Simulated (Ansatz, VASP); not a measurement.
## Sb in VASP and in Ansatz

```
CELL_PARAMETERS angstrom
0.00000 2.28563 2.28563
2.28563 0.00000 2.28563
2.28563 2.28563 0.00000
ATOMIC_POSITIONS crystal
Sb 0.00000 0.00000 0.00000
```

Change from the starting cell: volume scaled by 0.975.

Alike in both runs: task single point; functional PBE; k mesh 12 × 12 × 12; occupations fermi-dirac, width 0.05 eV; no spin polarisation.

|  | VASP | Ansatz |
| --- | --- | --- |
| version | VASP 6.6.1 | Ansatz 0.2.0 |
| potentials or method | VASP PAW PBE potentials, release 64 (Sb), cutoff 520 eV | all-electron LAPW, scalar-relativistic |

Ansatz gave:

```
pressure (GPa) : 11.2
```

Task: What did VASP give for the same quantities?

Result: Pressure (GPa): 11.1.

Ansatz ran all-electron here, and VASP with PAW potentials.

Neither program's run includes spin-orbit coupling.
